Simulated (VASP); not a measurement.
# Sr19Ca5 in VASP: a series of runs

Sr19Ca5 is run at these levels: PBE; tasks: single point.

Program: VASP 6.6.1. These are calculated values, not measurements. Logs are shortened: lines on timing, memory, paths and dates and some standing lists are left out, and cuts for length are marked.

## (1) The cell of the first run

The cell holds a disordered packing, 24 atoms: a = 10.499 Å, b = 10.393 Å, c = 11.201 Å, α = 87.65°, β = 89.24°, γ = 91.82°.

## (2) Single point, PBE

Input file INCAR:

```
SYSTEM = Sr19Ca5
ALGO     = Normal         ! electronic algorithm
EDIFF    = 1E-6           ! SCF threshold, eV
ENCUT    = 400            ! plane-wave cutoff, eV
GGA      = PE             ! functional
GGA_COMPAT= .FALSE.      
ISIF     = 2              ! what is computed and relaxed
ISMEAR   = -1             ! smearing method
ISYM     = -1           
LASPH    = .TRUE.         ! aspherical terms in the spheres
LCHARG   = .FALSE.        ! write CHGCAR
LREAL    = Auto         
LWAVE    = .FALSE.        ! write WAVECAR
NBANDS   = 138            ! bands
NELM     = 120            ! most SCF steps
PREC     = Accurate       ! precision mode
SIGMA    = 0.05           ! smearing width, eV
```

Input file KPOINTS:

```
explicit points
1
Reciprocal
  0.25000000   0.25000000   0.25000000 1
```

Input file POSCAR:

```
Sr19Ca5
1.0
   10.4978800000     -0.1668760000      0.0738540000
   -0.1668760000     10.3895350000      0.2213770000
    0.0738540000      0.2213770000     11.1990180000
Sr Ca
19 5
Direct
    0.2921327945      0.7020173439      0.7637206522
    0.8303517718      0.3767556609      0.7135188248
    0.1493915692      0.0205677760      0.7149579189
    0.5751319445      0.2733893657      0.5006632803
    0.2569372580      0.6006529870      0.3879284237
    0.8216430328      0.9959216285      0.5107164961
    0.4375337724      0.1983215255      0.1931793088
    0.4888155175      0.4023161920      0.8399717249
    0.1545714744      0.1154357545      0.3705102945
    0.2634731894      0.8676273046      0.0845485489
    0.5246236006      0.0426753609      0.8201978160
    0.9295407646      0.8383992305      0.2163634695
    0.2555517166      0.5007487813      0.0953326640
    0.9829244938      0.7036597693      0.5725423431
    0.4724170913      0.9197453426      0.4422846399
    0.7279172005      0.3316046509      0.0785257029
    0.0625328343      0.2009451190      0.0556737271
    0.9640303075      0.6316327987      0.9522147863
    0.5838584358      0.7423519538      0.0996280273
    0.9280314853      0.4536976500      0.3225564008
    0.6571711732      0.6357517835      0.4276085151
    0.8330337633     -0.0140668864      0.8947259670
    0.6514501397      0.7211600198      0.7329312766
    0.1906933735      0.3777136161      0.6715842786
```

Potentials or basis: VASP PAW PBE potentials, release 64 (Sr_sv, Ca_sv).

Run with:

```bash
$ cat potpaw_PBE.64/Sr_sv/POTCAR potpaw_PBE.64/Ca_sv/POTCAR > POTCAR
$ mpirun -np 1 vasp_std > vasp.out
```

OUTCAR:

```text
SYSTEM = Sr19Ca5
   EDIFF = 1E-6
   ENCUT = 400
   GGA = PE
   ISIF = 2
   ISMEAR = -1
   ISYM = -1
   LASPH = .TRUE.
   LREAL = Auto
   NELM = 120
   PREC = Accurate

 ion  position               nearest neighbor table
   1  0.292  0.702  0.764-  24 3.69   3 3.70  23 3.78   8 3.86  14 3.91  18 4.05  10 4.06  13 4.19
                            11 4.31   5 4.40  15 4.53  19 4.91
   2  0.830  0.377  0.714-   4 3.77  24 3.81   8 3.86  14 3.97  18 4.07  23 4.11  16 4.22   6 4.64
                            11 4.76  17 4.89   3 5.07
   3  0.149  0.021  0.715-   1 3.70  24 3.73  22 3.86   9 3.94  14 4.07  11 4.13   6 4.16  17 4.42
                            10 4.56  15 4.71  18 5.07   2 5.07
   4  0.575  0.273  0.501-   2 3.77   7 3.85  15 3.88  21 3.89   6 3.93   8 4.18  11 4.24   9 4.92
                            16 4.98   5 4.98
   5  0.257  0.601  0.388-  13 3.48  14 3.73  20 3.82  24 3.90  15 4.03  10 4.30   1 4.40  12 4.68
                            19 4.83   4 4.98
   6  0.822  0.996  0.511-  14 3.57  15 3.82  12 3.91   4 3.93   9 3.96  23 4.06   3 4.16   2 4.64
                            11 4.68
   7  0.438  0.198  0.193-  16 3.51   9 3.61   4 3.85  13 3.86  15 3.97  10 4.08  17 4.25   8 4.43
                            11 4.63
   8  0.489  0.402  0.840-  24 3.68  16 3.76  11 3.78  23 3.82   2 3.86   1 3.86  13 3.93   4 4.18
                             7 4.43  19 4.76
   9  0.155  0.115  0.371-   7 3.61  17 3.75   3 3.94   6 3.96  15 4.04  12 4.12  10 4.36   4 4.92
                            14 5.03  13 5.03
  10  0.263  0.868  0.085-  19 3.65  12 3.78  13 3.81   1 4.06   7 4.08  17 4.12  18 4.25   5 4.30
                            11 4.32   9 4.36   3 4.56  15 4.64
  11  0.525  0.043  0.820-  22 3.42   8 3.78  23 3.80   3 4.13   4 4.24   1 4.31  10 4.32  19 4.39
                            15 4.51   7 4.63   6 4.68  16 4.73   2 4.76
  12  0.930  0.838  0.216-  18 3.75  10 3.78   6 3.91  19 3.99  22 4.01   9 4.12  20 4.12  21 4.15
                            14 4.22  17 4.29   5 4.68
  13  0.256  0.501  0.095-   5 3.48  17 3.71  18 3.74  10 3.81   7 3.86   8 3.93   1 4.19  19 4.20
                             9 5.03
  14  0.983  0.704  0.573-   6 3.57   5 3.73  21 3.86  23 3.91   1 3.91  20 3.93   2 3.97   3 4.07
                            12 4.22  18 4.29   9 5.03
  15  0.472  0.920  0.442-  21 3.59   6 3.82   4 3.88   7 3.97   5 4.03   9 4.04  19 4.48  11 4.51
                             1 4.53  10 4.64   3 4.71
  16  0.728  0.332  0.079-   7 3.51  20 3.71   8 3.76  17 3.82  18 4.11   2 4.22  19 4.59  11 4.73
                             4 4.98
  17  0.063  0.201  0.056-  13 3.71   9 3.75  22 3.76  16 3.82  10 4.12   7 4.25  12 4.29   3 4.42
                            18 4.73   2 4.89
  18  0.964  0.632  0.952-  13 3.74  12 3.75  22 4.00   1 4.05   2 4.07  16 4.11  10 4.25  14 4.29
                            19 4.50  17 4.73   3 5.07
  19  0.584  0.742  0.100-  10 3.65  21 3.89  12 3.99  13 4.20  11 4.39  15 4.48  18 4.50  16 4.59
                             8 4.76   5 4.83   1 4.91
  20  0.928  0.454  0.323-  16 3.71   5 3.82  14 3.93  12 4.12
  21  0.657  0.636  0.428-  15 3.59  14 3.86  19 3.89   4 3.89  12 4.15
  22  0.833  0.986  0.895-  11 3.42  17 3.76   3 3.86  18 4.00  12 4.01
  23  0.651  0.721  0.733-   1 3.78  11 3.80   8 3.82  14 3.91   6 4.06   2 4.11
  24  0.191  0.378  0.672-   8 3.68   1 3.69   3 3.73   2 3.81   5 3.90

IMPORTANT INFORMATION: All symmetrisations will be switched off!
NOSYMM: (Re-)initialisation of all symmetry stuff for point group C_1.

----------------------------------------------------------------------------------------

                                     Primitive cell

  volume of cell :    1220.5671

  direct lattice vectors                    reciprocal lattice vectors
    10.497880000 -0.166876000  0.073854000     0.095286516  0.001544525 -0.000658916
    -0.166876000 10.389535000  0.221377000     0.001544525  0.096316292 -0.001914122
     0.073854000  0.221377000 11.199018000    -0.000658916 -0.001914122  0.089335726

  length of vectors
    10.499466011 10.393233034 11.201449297     0.095301311  0.096347691  0.089358659

  position of ions in fractional coordinates (direct lattice)
     0.292132794  0.702017344  0.763720652
     0.830351772  0.376755661  0.713518825
     0.149391569  0.020567776  0.714957919
     0.575131945  0.273389366  0.500663280
     0.256937258  0.600652987  0.387928424
     0.821643033  0.995921628  0.510716496
[... 16 lines left out ...]
     0.651450140  0.721160020  0.732931277
     0.190693373  0.377713616  0.671584279

  ion indices of the primitive-cell ions
   primitive index   ion index
                 1           1
                 2           2
                 3           3
                 4           4
                 5           5
                 6           6
[... 16 lines left out ...]
                23          23
                24          24

----------------------------------------------------------------------------------------

 KPOINTS: explicit points

Read explicit list of k-points.

 Found      1 k-points:

 Following reciprocal coordinates:
            Coordinates               Weight
  0.250000  0.250000  0.250000      1.000000
   k-points           NKPTS =      1   k-points in BZ     NKDIM =      1   number of bands    NBANDS=    138
   number of dos      NEDOS =    301   number of ions     NIONS =     24
   total plane-waves  NPLWV = 392000
   dimension x,y,z NGX =    70 NGY =   70 NGZ =   80
   dimension x,y,z NGXF=   140 NGYF=  140 NGZF=  160
   ions per type =              19   5
   NGX,Y,Z   is equivalent  to a cutoff of  11.08, 11.20, 11.87 a.u.
   NGXF,Y,Z  is equivalent  to a cutoff of  22.17, 22.39, 23.75 a.u.
 SYSTEM =  Sr19Ca5
   PREC   = accura    normal or accurate (medium, high low for compatibility)
   ISTART =      0    job   : 0-new  1-cont  2-samecut
   ICHARG =      2    charge: 1-file 2-atom 10-const
   ISPIN  =      1    spin polarized calculation?
   LNONCOLLINEAR =      F non collinear calculations
   LSORBIT =      F    spin-orbit coupling
   LASPH  =      T    aspherical Exc in radial PAW
   ENCUT  =  400.0 eV  29.40 Ry    5.42 a.u.  17.12 16.95 18.27*2*pi/ulx,y,z
   NELM   =    120;   NELMIN=  2; NELMDL= -5     # of ELM steps
   EDIFF  = 0.1E-05   stopping-criterion for ELM
   LREAL  =      T    real-space projection
   EDIFFG = 0.1E-04   stopping-criterion for IOM
   NSW    =      0    number of steps for IOM
   IBRION =     -1    ionic relax: 0-MD 1-quasi-New 2-CG
   NFREE  =      0    steps in history (QN), initial steepest desc. (CG)
   ISIF   =      2    stress and relaxation
   ISYM   =     -1    0-nonsym 1-usesym 2-fastsym
   POTIM  = 0.5000    time-step for ionic-motion
   TEBEG  =    0.0;   TEEND  =   0.0 temperature during run
   PSTRESS=    0.0 pullay stress
   NELECT =     240.0000    total number of electrons
   NUPDOWN=      -1.0000    fix difference up-down
   EMIN   =  10.00;   EMAX   =-10.00  energy-range for DOS
   EFERMI =   0.00;   METHOD = LEGACY
   ISMEAR =    -1;   SIGMA  =   0.05  broadening in eV -4-tet -1-fermi 0-gaus
   EFERMI_NEDOS =   21; number of points for ismear=-14 and -15
   IALGO  =     38    algorithm
   IMIX   =      4    mixing-type and parameters
     AMIX     =   0.40;   BMIX     =  1.00
     AMIX_MAG =   1.60;   BMIX_MAG =  1.00
  volume/ion in A,a.u.               =      50.86       343.20
  Fermi-wavevector in a.u.,A,eV,Ry     =   0.951973  1.798968 12.330319  0.906253
  Thomas-Fermi vector in A             =   2.080493
   LORBIT       =      0    0 simple, 1 ext, 2 COOP (PROOUT), +10 PAW based schemes
   GGA     = PE    functional components
   LHFCALC =     F    Hartree Fock is set to
   AEXX    =    0.0000 exact exchange contribution
   IVDW    =     0    specifies the selected vdW correction
   LEPSILON=     F    determine dielectric tensor
   LRPA    =     F    only Hartree local field effects (RPA)
 non-spin polarized calculation
  energy-cutoff  :      400.00
  volume of cell :     1220.57
 maximum number of plane-waves:     22173
 NGX is ok and might be reduce to    70
   NGX = 35   NGY = 33   NGZ = 37

 number of electron     240.0000001 magnetization

 Free energy of the ion-electron system (eV)
  ---------------------------------------------------
  ext. energy  EPLUGINS =         0.00000000
  ---------------------------------------------------
  free energy    TOTEN  =       -35.40729565 eV

  energy without entropy =      -35.06195779  energy(sigma->0) =      -35.23462672

 E-fermi :   1.6472     XC(G=0):  -7.4740

 val. band max:        1.6294772108   @ k =   0.2500   0.2500   0.2500
 cond. band min:       1.6707464309   @ k =   0.2500   0.2500   0.2500
 fundamental gap:      0.0412692202
 Fermi energy:         1.6471693759

 k-point     1 :       0.2500    0.2500    0.2500
  band No.  band energies     occupation
      1     -40.7850      2.00000
      2     -40.6623      2.00000
      3     -40.6375      2.00000
      4     -40.4845      2.00000
      5     -40.3760      2.00000
      6     -35.0075      2.00000
[... 124 lines left out ...]
    131       2.1673      0.00006
    132       2.1889      0.00004
 [bands above 132 left out]

------------------------ aborting loop because EDIFF is reached ----------------------------------------

  FORCE on cell =-STRESS in cart. coord.  units (eV):
  Direction    XX          YY          ZZ          XY          YZ          ZX
  --------------------------------------------------------------------------------------
  -------------------------------------------------------------------------------------
  Total       15.3898650      7.5873973      2.9454219     -1.7055846     -0.0981917      0.9380357
  in kB       20.2015061      9.9595970      3.8663080     -2.2388357     -0.1288913      1.2313126
  external PRESSURE =      11.3424704 kB  Pullay stress =       0.0000000 kB

 VOLUME and BASIS-vectors are now :
 -----------------------------------------------------------------------------
  energy-cutoff  :      400.00
  volume of cell :     1220.57
      direct lattice vectors                 reciprocal lattice vectors
    10.497880000 -0.166876000  0.073854000     0.095286516  0.001544525 -0.000658916
    -0.166876000 10.389535000  0.221377000     0.001544525  0.096316292 -0.001914122
     0.073854000  0.221377000 11.199018000    -0.000658916 -0.001914122  0.089335726

 POSITION                                       TOTAL-FORCE (eV/Angst)
 -----------------------------------------------------------------------------------
      3.00603      7.41395      8.72991         0.272737      0.037805     -0.128229
      8.70676      3.93371      8.13544         0.374239     -0.387175      0.036596
      1.61767      0.34704      8.02241         0.030322      0.191495      0.204913
      6.02902      2.85525      5.70994        -0.497141      0.461679     -0.049938
      2.62571      6.28351      4.49636         0.526153      0.098877      0.360187
      8.49703     10.32311      6.00068        -0.226645      0.618586      0.256133
[... 16 lines left out ...]
      6.77263      7.54606      8.41587         0.174536     -0.050711      0.199804
      1.98844      4.04112      7.61879        -0.154628     -0.130752     -0.133668
 -----------------------------------------------------------------------------------
    total drift:                                0.000096      0.004513     -0.000992

  FREE ENERGIE OF THE ION-ELECTRON SYSTEM (eV)
  ---------------------------------------------------
  free  energy   TOTEN  =       -35.4072956484 eV

  energy  without entropy=      -35.0619577914  energy(sigma->0) =      -35.23462672
```

It took 4.3 min on 1 thread of Intel Xeon Platinum 8488C (Sapphire Rapids), shared host; peak memory 0.72 GiB.

What came out:

```
Free energy   : -35.4073 eV
Pressure      : 1.1 GPa
Largest force : 0.707 eV/Å
```

Forces on the atoms (eV/Å):
```
Sr   0.273  0.038 -0.128
Sr   0.374 -0.387  0.037
Sr   0.030  0.191  0.205
Sr  -0.497  0.462 -0.050
Sr   0.526  0.099  0.360
Sr  -0.227  0.619  0.256
Sr   0.000 -0.192 -0.401
Sr  -0.126  0.030  0.022
Sr  -0.162  0.138  0.517
Sr  -0.318  0.423 -0.098
Sr  -0.613  0.121 -0.155
Sr  -0.107 -0.004  0.367
Sr   0.244 -0.133 -0.381
Sr   0.100 -0.150  0.184
Sr  -0.488 -0.064  0.184
Sr   0.207  0.132 -0.017
Sr   0.199  0.038 -0.520
Sr  -0.267 -0.088 -0.334
Sr   0.323 -0.294 -0.161
Ca   0.196 -0.333  0.113
Ca  -0.071 -0.374 -0.067
Ca   0.383 -0.090  0.001
Ca   0.175 -0.051  0.200
Ca  -0.155 -0.131 -0.134
```

Levels at points of the mesh, in eV from the Fermi level:
```csv
k point,band 116,band 117,band 118,band 119,band 120,band 121,band 122,band 123,band 124,band 125
"(0.25, 0.25, 0.25)",-0.27,-0.19,-0.11,-0.06,-0.02,0.02,0.06,0.11,0.17,0.24
```

Caveat: the atoms stand as in a frame of molecular dynamics.

## (3) Single point, PBE

Input file INCAR:

```
SYSTEM = Sr19Ca5
PREC = Accurate
ENCUT = 400
EDIFF = 1E-6
ISMEAR = -1
SIGMA = 0.05
LREAL = Auto
LASPH = .TRUE.
NELM = 120
ALGO = Normal
ISIF = 2
LWAVE = .FALSE.
LCHARG = .FALSE.
GGA = PE
ISYM = -1
NBANDS = 138
GGA_COMPAT = .FALSE.
```

KPOINTS is that of step 2.

Input file POSCAR:

```
Sr19Ca5
1.0
   10.4978800000     -0.1668760000      0.0738540000
   -0.1668760000     10.3895350000      0.2213770000
    0.0738540000      0.2213770000     11.1990180000
Sr Ca
19 5
Direct
    0.3037581997      0.7068556361      0.7662294731
    0.8352065951      0.3756691661      0.7118173343
    0.1507144945      0.0285300921      0.7118275214
    0.5690466082      0.2745189653      0.4920738092
    0.2566763452      0.5966185359      0.4030769308
    0.8235152611      0.9996519488      0.5057617690
    0.4403267722      0.1974478696      0.1927951799
    0.4865607645      0.3985839341      0.8440108075
    0.1475895014      0.1134087631      0.3845739719
    0.2582649396      0.8715944186      0.0812799072
    0.5181216804      0.0490786473      0.8255046789
    0.9239927276      0.8312224061      0.2159706251
    0.2557243437      0.5075328328      0.0951414346
    0.9866522340      0.7118072150      0.5716520002
    0.4675908213      0.9214037859      0.4310104637
    0.7263164908      0.3379219237      0.0754149587
    0.0576714862      0.2030398699      0.0500871927
    0.9605783461      0.6268618223      0.9477074380
    0.5866650025      0.7352386030      0.1055715355
    0.9309644793      0.4476017078      0.3230508091
    0.6457428647      0.6222631579      0.4319966764
    0.8188280483     -0.0288523314      0.8966697362
    0.6531615674      0.7249520659      0.7400458408
    0.1853113710      0.3685538376      0.6634610884
```

Potentials or basis: VASP PAW PBE potentials, release 64 (Sr_sv, Ca_sv).

Run with:

```bash
$ cat potpaw_PBE.64/Sr_sv/POTCAR potpaw_PBE.64/Ca_sv/POTCAR > POTCAR
$ mpirun -np 1 vasp_std > vasp.out
```

Run time: 4.9 min. Hardware: 1 thread of Intel Xeon Platinum 8488C (Sapphire Rapids), shared host; peak memory 0.72 GiB.

It converged, with:

- Free energy: -35.5508 eV
- Pressure: 1.1 GPa
- Largest force: 0.850 eV/Å

Forces in eV/Å, atoms in the order of the input:
```
Sr  -0.014 -0.056 -0.213
Sr   0.101 -0.402 -0.067
Sr  -0.068 -0.143  0.469
Sr  -0.398  0.319  0.234
Sr   0.579  0.082 -0.074
Sr  -0.520  0.592  0.318
Sr  -0.240 -0.137 -0.458
Sr  -0.194  0.168 -0.208
Sr   0.063  0.211 -0.119
Sr  -0.192  0.374  0.000
Sr  -0.580  0.016 -0.234
Sr   0.006  0.009  0.387
Sr   0.222 -0.218 -0.128
Sr  -0.028 -0.260  0.245
Sr  -0.283 -0.214  0.348
Sr   0.221  0.126  0.071
Sr   0.236 -0.033 -0.350
Sr  -0.119 -0.023 -0.290
Sr   0.043 -0.231 -0.236
Ca   0.115 -0.250  0.163
Ca   0.105 -0.100  0.030
Ca   0.727  0.184  0.067
Ca   0.166 -0.216 -0.002
Ca   0.053  0.200  0.048
```

Stress tensor (GPa, compression positive):
```
 1.81 -0.23  0.12
-0.23  1.08 -0.11
 0.12 -0.11  0.30
```

Levels at points of the mesh, in eV from the Fermi level:
| k point | band 116 | band 117 | band 118 | band 119 | band 120 | band 121 | band 122 | band 123 | band 124 | band 125 |
| --- | --- | --- | --- | --- | --- | --- | --- | --- | --- | --- |
| (0.25, 0.25, 0.25) | -0.27 | -0.20 | -0.12 | -0.06 | -0.02 | 0.01 | 0.07 | 0.12 | 0.18 | 0.24 |

Caveat: the atoms stand as in a frame of molecular dynamics.
